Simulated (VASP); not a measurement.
Runs of VASP 6.6.1 on Fe. The structure is that of space group Im-3m (No. 229), or close to it. The cells are those of the table. 

```tsv
task	potentials or basis	cell	cutoff (eV)	second run	k mesh for the DOS	occupations for the DOS	gap on the mesh (eV)	pressure (GPa)
single point	VASP PAW PBE potentials, release 64 (Fe)	a = 2.388 Å, angles 109.5°, 1 atom	520	-	-	-	none	-0.5
single point	VASP PAW PBE potentials, release 64 (Fe)	a = 2.499 Å, angles 109.5°, 1 atom	520	-	-	-	none	-26.9
single point	VASP PAW PBE potentials, release 64 (Fe_sv)	a = 2.372 Å, angles 109.5°, 1 atom	600	valence_matched	-	-	none	(a)
single point	VASP PAW PBE potentials, release 64 (Fe)	a = 2.420 Å, angles 109.5°, 1 atom	520	-	-	-	none	-10.0
single point	VASP PAW PBE potentials, release 64 (Fe)	a = 2.372 Å, angles 109.5°, 1 atom	520	-	-	-	none	(b)
single point	VASP PAW PBE potentials, release 64 (Fe)	a = 2.413 Å, angles 109.5°, 1 atom	520	-	-	-	none	-8.2
single point	VASP PAW PBE potentials, release 64 (Fe)	a = 2.404 Å, angles 109.5°, 1 atom	520	-	-	-	none	-5.5
single point	VASP PAW PBE potentials, release 64 (Fe)	a = 2.356 Å, angles 109.5°, 1 atom	520	-	-	-	none	11.4
```

Alike in all rows: level PBE; no spin polarisation; k mesh 22 × 22 × 22; smearing gaussian 0.05 eV.

Task: Fill in the values left out.

Result: (a) 1.6; (b) 4.3.

Caveats: the run has no spin polarisation, though such a crystal can be magnetic.

A gap of «none» marks levels without a gap at the run's occupations.

The runs don't all hold the same shells in valence.
